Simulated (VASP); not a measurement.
# N (P6_3/mmc) in VASP: further runs, part 2 of 2

VASP 6.6.1.

## (3) Single point, PBEsol

This run uses another cell than the first one, of 25.68 Å³/atom, 1.026 times its volume.

INCAR reads:

```
ALGO = Normal
EDIFF = 1E-6
ENCUT = 520
GGA = PS
ISIF = 2
ISMEAR = 0
LASPH = T
LCHARG = F
LREAL = F
LWAVE = F
NBANDS = 18
NELM = 80
PREC = Accurate
SIGMA = 0.01
```

KPOINTS reads:

```
k-points
0
Gamma
  5 5 3
```

POSCAR reads:

```
N
1.0
    4.1322125796      0.0000000000      0.0000000000
   -2.0661057940      3.5786004317      0.0000000000
    0.0000000000      0.0000000000      6.9471272332
N
4
Direct
    0.3333333333      0.6666666667      0.3289300000
    0.3333333333      0.6666666667      0.1710700000
    0.6666666667      0.3333333333      0.8289300000
    0.6666666667      0.3333333333      0.6710700000
```

Potentials or basis: VASP PAW PBE potentials, release 64 (N).

Started as:

```
$ cat potpaw_PBE.64/N/POTCAR > POTCAR
$ mpirun -np 1 vasp_std > vasp.out
```

OUTCAR:

```text
EDIFF = 1E-6
   ENCUT = 520
   GGA = PS
   ISIF = 2
   ISMEAR = 0
   LASPH = T
   LREAL = F
   NELM = 80
   PREC = Accurate

 ion  position               nearest neighbor table
   1  0.333  0.667  0.329-   2 1.10
   2  0.333  0.667  0.171-   1 1.10
   3  0.667  0.333  0.829-   4 1.10
   4  0.667  0.333  0.671-   3 1.10

  LATTYP: Found a hexagonal cell.
 ALAT       =     4.1322125796
 C/A-ratio  =     1.6812124496

  Lattice vectors:

 A1 = (   4.1322125796,   0.0000000000,   0.0000000000)
 A2 = (  -2.0661057940,   3.5786004317,   0.0000000000)
 A3 = (   0.0000000000,   0.0000000000,   6.9471272332)

Analysis of symmetry for initial positions (statically):
=====================================================================
 Subroutine PRICEL returns:
 Original cell was already a primitive cell.

 Routine SETGRP: Setting up the symmetry group for a
[... 156 lines left out ...]
  free energy    TOTEN  =       -34.09649404 eV

  energy without entropy =      -34.09649404  energy(sigma->0) =      -34.09649404

 E-fermi :  -6.4878     XC(G=0):  -5.8956

 val. band max:       -6.6052413941   @ k =   0.0000   0.0000   0.0000
 cond. band min:       0.4597222652   @ k =   0.4000   0.2000   0.0000
 fundamental gap:      7.0649636594
 Fermi energy:        -6.4878213453

 k-point     1 :       0.0000    0.0000    0.0000
  band No.  band energies     occupation
      1     -25.3404      2.00000
      2     -25.3144      2.00000
      3     -10.7055      2.00000
      4      -9.9139      2.00000
      5      -8.5387      2.00000
      6      -8.5387      2.00000
[... 187 lines left out ...]
      5      -8.7636      2.00000
      6      -8.6963      2.00000
[... 10 lines left out ...]
     17       6.2894      0.00000
     18       6.7012      0.00000

------------------------ aborting loop because EDIFF is reached ----------------------------------------

  FORCE on cell =-STRESS in cart. coord.  units (eV):
  Direction    XX          YY          ZZ          XY          YZ          ZX
  --------------------------------------------------------------------------------------
  -------------------------------------------------------------------------------------
  Total        0.0182168      0.0182168      5.3099312      0.0000000     -0.0000000      0.0000000
  in kB        0.2841072      0.2841071     82.8129700      0.0000000     -0.0000000      0.0000000
  external PRESSURE =      27.7937281 kB  Pullay stress =       0.0000000 kB

 VOLUME and BASIS-vectors are now :
 -----------------------------------------------------------------------------
  energy-cutoff  :      520.00
  volume of cell :      102.73
      direct lattice vectors                 reciprocal lattice vectors
     4.132212580  0.000000000  0.000000000     0.242001102  0.139719393  0.000000000
    -2.066105794  3.578600432  0.000000000     0.000000000  0.279438853  0.000000000
     0.000000000  0.000000000  6.947127233     0.000000000  0.000000000  0.143944391

 POSITION                                       TOTAL-FORCE (eV/Angst)
 -----------------------------------------------------------------------------------
      0.00000      2.38573      2.28512        -0.000000      0.000000      2.427872
      0.00000      2.38573      1.18845         0.000000      0.000000     -2.427872
      2.06611      1.19287      5.75868         0.000000     -0.000000      2.427872
      2.06611      1.19287      4.66201         0.000000     -0.000000     -2.427872
 -----------------------------------------------------------------------------------
    total drift:                               -0.000000      0.000000      0.000000

  FREE ENERGIE OF THE ION-ELECTRON SYSTEM (eV)
  ---------------------------------------------------
  free  energy   TOTEN  =       -34.0964940369 eV

  energy  without entropy=      -34.0964940369  energy(sigma->0) =      -34.09649404
```

OSZICAR:

```text
N       E                     dE             d eps       ncg     rms          rms(c)
DAV:   1     0.117108290232E+03    0.11711E+03   -0.90212E+03   360   0.916E+02
DAV:   2    -0.253243295090E+02   -0.14243E+03   -0.13812E+03   488   0.222E+02
DAV:   3    -0.357180116376E+02   -0.10394E+02   -0.10339E+02   402   0.683E+01
DAV:   4    -0.358121657900E+02   -0.94154E-01   -0.94115E-01   412   0.807E+00
DAV:   5    -0.358129730411E+02   -0.80725E-03   -0.80724E-03   400   0.664E-01    0.114E+01
DAV:   6    -0.344275607918E+02    0.13854E+01   -0.16129E+00   378   0.846E+00    0.658E+00
DAV:   7    -0.341021058930E+02    0.32545E+00   -0.11421E+00   438   0.714E+00    0.170E+00
DAV:   8    -0.340961928007E+02    0.59131E-02   -0.87667E-02   366   0.215E+00    0.257E-01
DAV:   9    -0.340961015851E+02    0.91216E-04   -0.32493E-03   374   0.403E-01    0.124E-01
DAV:  10    -0.340964621620E+02   -0.36058E-03   -0.35737E-04   364   0.170E-01    0.449E-02
DAV:  11    -0.340964842323E+02   -0.22070E-04   -0.20012E-05   388   0.436E-02    0.771E-03
DAV:  12    -0.340964960637E+02   -0.11831E-04   -0.14161E-05   368   0.301E-02    0.106E-02
DAV:  13    -0.340964944106E+02    0.16531E-05   -0.70392E-07   302   0.805E-03    0.234E-03
DAV:  14    -0.340964940369E+02    0.37372E-06   -0.32504E-07   216   0.426E-03
   1 F= -.34096494E+02 E0= -.34096494E+02  d E =-.995753E-64
```

stdout:

```text
POSCAR found type information on POSCAR N
 POSCAR found :  1 types and       4 ions
 scaLAPACK will be used
 -----------------------------------------------------------------------------
|                                                                             |
|                                                                             |
|     You enforced a specific xc type in the INCAR file but a different       |
|     I HOPE YOU KNOW WHAT YOU ARE DOING!                                     |
|                                                                             |
 -----------------------------------------------------------------------------

 LDA part: xc-table for (Slater+PW92), standard interpolation
 POSCAR, INCAR and KPOINTS ok, starting setup
 FFT: planning ... GRIDC
 FFT: planning ... GRID_SOFT
 FFT: planning ... GRID
 WAVECAR not read
 entering main loop
```

It took 25 s on 1 thread of AMD EPYC 7R43 (Zen 3), shared host; peak memory 0.17 GiB.

Results:

```yaml
Free_energy: -34.0965 eV
Pressure: 2.8 GPa
Largest_force: 2.428 eV/Å
Band_gap_on_the_k_mesh: 7.06 eV, indirect (least direct gap 7.35 eV)
```

Forces in eV/Å, atoms in the order of the input:
```
N    0.000  0.000  2.428
N    0.000  0.000 -2.428
N    0.000  0.000  2.428
N    0.000  0.000 -2.428
```

Levels at points of the mesh, in eV from the valence-band top:
```
           k point  band 8  band 9  band 10  band 11  band 12  band 13
(0.00, 0.00, 0.00)   -1.83   -1.16     0.00     7.79     7.79     8.28
```

Caveat: the standard files for N, O and F lose accuracy on very short bonds; the PAW data sets were made with another functional, which shifts forces and pressure a little. A k mesh can miss the band edges.

## (4) Single point, PBEsol

This run uses another cell than the first one, of 26.34 Å³/atom, 1.053 times its volume.

INCAR reads:

```
SYSTEM = N
ALGO     = Normal         ! electronic algorithm
EDIFF    = 1E-6           ! SCF threshold, eV
ENCUT    = 520            ! plane-wave cutoff, eV
GGA      = PS             ! functional
ISIF     = 2              ! what is computed and relaxed
ISMEAR   = 0              ! smearing method
LASPH    = .True.         ! aspherical terms in the spheres
LCHARG   = .False.        ! write CHGCAR
LREAL    = .False.        ! projectors in reciprocal space
LWAVE    = .False.        ! write WAVECAR
NBANDS   = 18             ! bands
NELM     = 60             ! most SCF steps
PREC     = Accurate       ! precision mode
SIGMA    = 0.01           ! smearing width, eV
```

KPOINTS reads:

```
k-points
0
Gamma
  5 5 3
  0 0 0
```

POSCAR reads:

```
N
1.0
    4.1672330000      0.0000000000      0.0000000000
   -2.0836160000      3.6089290000      0.0000000000
    0.0000000000      0.0000000000      7.0060040000
N
4
Direct
    0.3333333333      0.6666666667      0.3289300000
    0.3333333333      0.6666666667      0.1710700000
    0.6666666667      0.3333333333      0.8289300000
    0.6666666667      0.3333333333      0.6710700000
```

Potentials or basis: VASP PAW PBE potentials, release 64 (N).

Started as:

```
$ cat potpaw_PBE.64/N/POTCAR > POTCAR
$ mpirun -np 1 vasp_std > vasp.out
```

OUTCAR:

```text
SYSTEM = N
   EDIFF = 1E-6
   ENCUT = 520
   GGA = PS
   ISIF = 2
   ISMEAR = 0
   LASPH = .True.
   LREAL = .False.
   NELM = 60
   PREC = Accurate

 ion  position               nearest neighbor table
   1  0.333  0.667  0.329-   2 1.11
   2  0.333  0.667  0.171-   1 1.11
   3  0.667  0.333  0.829-   4 1.11
   4  0.667  0.333  0.671-   3 1.11

  LATTYP: Found a hexagonal cell.
 ALAT       =     4.1672330000
 C/A-ratio  =     1.6812124496

  Lattice vectors:

 A1 = (   4.1672330000,   0.0000000000,   0.0000000000)
 A2 = (  -2.0836160000,   3.6089290000,   0.0000000000)
 A3 = (   0.0000000000,   0.0000000000,   7.0060040000)

Analysis of symmetry for initial positions (statically):
=====================================================================
 Subroutine PRICEL returns:
 Original cell was already a primitive cell.

[... 157 lines left out ...]
  free energy    TOTEN  =       -34.13045582 eV

  energy without entropy =      -34.13045582  energy(sigma->0) =      -34.13045582

 E-fermi :  -6.6389     XC(G=0):  -5.8127

 val. band max:       -6.6954897421   @ k =   0.0000   0.0000   0.0000
 cond. band min:       0.3142507434   @ k =   0.4000   0.2000   0.0000
 fundamental gap:      7.0097404854
 Fermi energy:        -6.6388615644

 k-point     1 :       0.0000    0.0000    0.0000
  band No.  band energies     occupation
      1     -25.2647      2.00000
      2     -25.2402      2.00000
      3     -10.8153      2.00000
      4     -10.0751      2.00000
      5      -8.5371      2.00000
      6      -8.5371      2.00000
[... 187 lines left out ...]
      5      -8.7527      2.00000
      6      -8.6896      2.00000
[... 10 lines left out ...]
     17       6.1474      0.00000
     18       6.5445      0.00000

------------------------ aborting loop because EDIFF is reached ----------------------------------------

  FORCE on cell =-STRESS in cart. coord.  units (eV):
  Direction    XX          YY          ZZ          XY          YZ          ZX
  --------------------------------------------------------------------------------------
  -------------------------------------------------------------------------------------
  Total        0.0071843      0.0071843      1.9477937      0.0000000     -0.0000000      0.0000000
  in kB        0.1092437      0.1092437     29.6180887      0.0000000     -0.0000000      0.0000000
  external PRESSURE =       9.9455254 kB  Pullay stress =       0.0000000 kB

 VOLUME and BASIS-vectors are now :
 -----------------------------------------------------------------------------
  energy-cutoff  :      520.00
  volume of cell :      105.37
      direct lattice vectors                 reciprocal lattice vectors
     4.167233000  0.000000000  0.000000000     0.239967384  0.138545225  0.000000000
    -2.083616000  3.608929000  0.000000000     0.000000000  0.277090516  0.000000000
     0.000000000  0.000000000  7.006004000     0.000000000  0.000000000  0.142734717

 POSITION                                       TOTAL-FORCE (eV/Angst)
 -----------------------------------------------------------------------------------
      0.00000      2.40595      2.30448         0.000000      0.000000      0.893507
      0.00000      2.40595      1.19852         0.000000      0.000000     -0.893507
      2.08362      1.20298      5.80749        -0.000000     -0.000000      0.893507
      2.08362      1.20298      4.70152         0.000000     -0.000000     -0.893507
 -----------------------------------------------------------------------------------
    total drift:                               -0.000000      0.000000     -0.000000

  FREE ENERGIE OF THE ION-ELECTRON SYSTEM (eV)
  ---------------------------------------------------
  free  energy   TOTEN  =       -34.1304558170 eV

  energy  without entropy=      -34.1304558170  energy(sigma->0) =      -34.13045582
```

stdout:

```text
POSCAR found type information on POSCAR N
 POSCAR found :  1 types and       4 ions
 scaLAPACK will be used
 -----------------------------------------------------------------------------
|                                                                             |
|                                                                             |
|     You enforced a specific xc type in the INCAR file but a different       |
|     I HOPE YOU KNOW WHAT YOU ARE DOING!                                     |
|                                                                             |
 -----------------------------------------------------------------------------

 LDA part: xc-table for (Slater+PW92), standard interpolation
 POSCAR, INCAR and KPOINTS ok, starting setup
 FFT: planning ... GRIDC
 FFT: planning ... GRID_SOFT
 FFT: planning ... GRID
 WAVECAR not read
 entering main loop
```

It took 22 s on 1 thread of AMD EPYC 7R43 (Zen 3), shared host; peak memory 0.17 GiB.

Results:

| Property | Result |
| --- | --- |
| Free energy | -34.1305 eV |
| Pressure | 1.0 GPa |
| Largest force | 0.894 eV/Å |
| Band gap on the k mesh | 7.01 eV, indirect (least direct gap 7.28 eV) |

Forces in eV/Å, atoms in the order of the input:
```
N    0.000  0.000  0.894
N    0.000  0.000 -0.894
N    0.000  0.000  0.894
N    0.000  0.000 -0.894
```

Stress tensor (GPa, compression positive):
```
0.01 0.00 0.00
0.00 0.01 0.00
0.00 0.00 2.96
```

Levels at points of the mesh, in eV from the valence-band top:
```csv
k point,band 6,band 7,band 8,band 9,band 10,band 11,band 12,band 13,band 14,band 15
"(0.00, 0.00, 0.00)",-1.84,-1.74,-1.74,-1.10,0.00,7.69,7.69,8.16,8.16,10.04
```

Caveat: the standard files for N, O and F lose accuracy on very short bonds; the PAW data sets were made with another functional, which shifts forces and pressure a little.

## (5) Single point, PBEsol

This run uses another cell than the first one, of 27.00 Å³/atom, 1.079 times its volume.

INCAR reads:

```
SYSTEM = N
PREC = Accurate ; ENCUT = 520
EDIFF = 1E-7 ; ISMEAR = 0
SIGMA = 0.01 ; LREAL = .FALSE.
LASPH = .TRUE. ; NELM = 80
ALGO = Normal ; ISIF = 2
LWAVE = .FALSE. ; LCHARG = .TRUE.
GGA = PS ; LELF = .TRUE.
LVHAR = .TRUE. ; NBANDS = 18
```

KPOINTS reads:

```
regular mesh
0
G
  5 5 3
  0 0 0
```

POSCAR reads:

```
N
1.0
    4.2016745040      0.0000000000      0.0000000000
   -2.1008367479      3.6387562121      0.0000000000
    0.0000000000      0.0000000000      7.0639074853
N
4
Direct
    0.3333333333      0.6666666667      0.3289300000
    0.3333333333      0.6666666667      0.1710700000
    0.6666666667      0.3333333333      0.8289300000
    0.6666666667      0.3333333333      0.6710700000
```

Started as:

```
$ cat potpaw_PBE.64/N/POTCAR > POTCAR
$ mpirun -np 1 vasp_std > vasp.out
```

It took 27 s on 1 thread of AMD EPYC 7R43 (Zen 3), shared host; peak memory 0.17 GiB.

Results (log left out):

```
Free energy            : -34.1369 eV
Pressure               : -0.6 GPa
Largest force          : 0.516 eV/Å
Band gap on the k mesh : 6.96 eV, indirect (least direct gap 7.21 eV)
```

Forces on the atoms (eV/Å):
```
N    0.000  0.000 -0.516
N    0.000  0.000  0.516
N    0.000  0.000 -0.516
N    0.000  0.000  0.516
```

Stress tensor (GPa, compression positive):
```
 0.00  0.00  0.00
 0.00  0.00  0.00
 0.00  0.00 -1.76
```

Levels at points of the mesh, in eV from the valence-band top:
```tsv
k point	band 6	band 7	band 8	band 9	band 10	band 11	band 12	band 13	band 14	band 15
(0.00, 0.00, 0.00)	-1.75	-1.66	-1.66	-1.05	0.00	7.60	7.60	8.04	8.04	9.98
```

Caveat: the standard files for N, O and F lose accuracy on very short bonds; the PAW data sets were made with another functional, which shifts forces and pressure a little. A hybrid or GW would open this gap; PBEsol tends to underestimate it.

## (6) Single point, PBEsol

This run uses another cell than the first one, of 27.66 Å³/atom, 1.105 times its volume.

INCAR reads:

```
SYSTEM = N
  ALGO = Normal
  EDIFF = 1E-7
  ENCUT = 520
  GGA = PS
  ISIF = 2
  ISMEAR = 0
  LASPH = .True.
  LCHARG = .True.
  LELF = .True.
  LREAL = .False.
  LVHAR = .True.
  LWAVE = .False.
  NBANDS = 18
  NELM = 100
  PREC = Accurate
  SIGMA = 0.01
```

KPOINTS reads:

```
k-points
0
Gamma
  5 5 3
  0 0 0
```

POSCAR reads:

```
N
1.0
    4.2355604392      0.0000000000      0.0000000000
   -2.1177797114      3.6681022876      0.0000000000
    0.0000000000      0.0000000000      7.1208769414
N
4
Direct
    0.3333333333      0.6666666667      0.3289300000
    0.3333333333      0.6666666667      0.1710700000
    0.6666666667      0.3333333333      0.8289300000
    0.6666666667      0.3333333333      0.6710700000
```

Potentials or basis: VASP PAW PBE potentials, release 64 (N).

Started as:

```
$ cat potpaw_PBE.64/N/POTCAR > POTCAR
$ mpirun -np 1 vasp_std > vasp.out
```

It took 29 s on 1 thread of AMD EPYC 7R43 (Zen 3), shared host; peak memory 0.17 GiB.

The run converged. Its results:

```
Free energy            : -34.1181 eV
Pressure               : -2.0 GPa
Largest force          : 1.807 eV/Å
Band gap on the k mesh : 6.90 eV, indirect (least direct gap 7.15 eV)
```

Forces on the atoms (eV/Å):
```
N    0.000  0.000 -1.807
N    0.000  0.000  1.807
N    0.000  0.000 -1.807
N    0.000  0.000  1.807
```

Stress tensor (GPa, compression positive):
```
-0.01  0.00  0.00
 0.00 -0.01  0.00
 0.00  0.00 -5.95
```

Levels at points of the mesh, in eV from the valence-band top:
| k point | band 6 | band 7 | band 8 | band 9 | band 10 | band 11 | band 12 | band 13 | band 14 | band 15 |
| --- | --- | --- | --- | --- | --- | --- | --- | --- | --- | --- |
| (0.00, 0.00, 0.00) | -1.67 | -1.58 | -1.58 | -1.00 | 0.00 | 7.50 | 7.50 | 7.93 | 7.93 | 9.93 |

Caveat: the standard files for N, O and F lose accuracy on very short bonds; the PAW data sets were made with another functional, which shifts forces and pressure a little. PBEsol gaps usually lie below the measured ones, often by a third to a half.

## (7) Summary

| cell | gap on the mesh (eV) | pressure (GPa) | largest force (eV/Å) |
| --- | --- | --- | --- |
| a = 4.097, b = 4.097, c = 6.887 Å, angles 90.0, 90.0, 120.0°, 4 atoms | 7.12 | 4.8 | 4.10 |
| a = 4.132, b = 4.132, c = 6.947 Å, angles 90.0, 90.0, 120.0°, 4 atoms | 7.06 | 2.8 | 2.43 |
| a = 4.167, b = 4.167, c = 7.006 Å, angles 90.0, 90.0, 120.0°, 4 atoms | 7.01 | 1.0 | 0.89 |
| a = 4.202, b = 4.202, c = 7.064 Å, angles 90.0, 90.0, 120.0°, 4 atoms | 6.96 | -0.6 | 0.52 |
| a = 4.236, b = 4.236, c = 7.121 Å, angles 90.0, 90.0, 120.0°, 4 atoms | 6.90 | -2.0 | 1.81 |

Alike in all rows: task single point; level PBEsol; potentials or basis VASP PAW PBE potentials, release 64 (N); no spin polarisation; k mesh 5 × 5 × 3; cutoff (eV) 520; smearing gaussian 0.01 eV.

Caveats: the standard files for N, O and F lose accuracy on very short bonds; the PAW data sets were made with another functional, which shifts forces and pressure a little.

Total energies depend on the potentials used, so only differences within one code and one set of settings carry meaning.
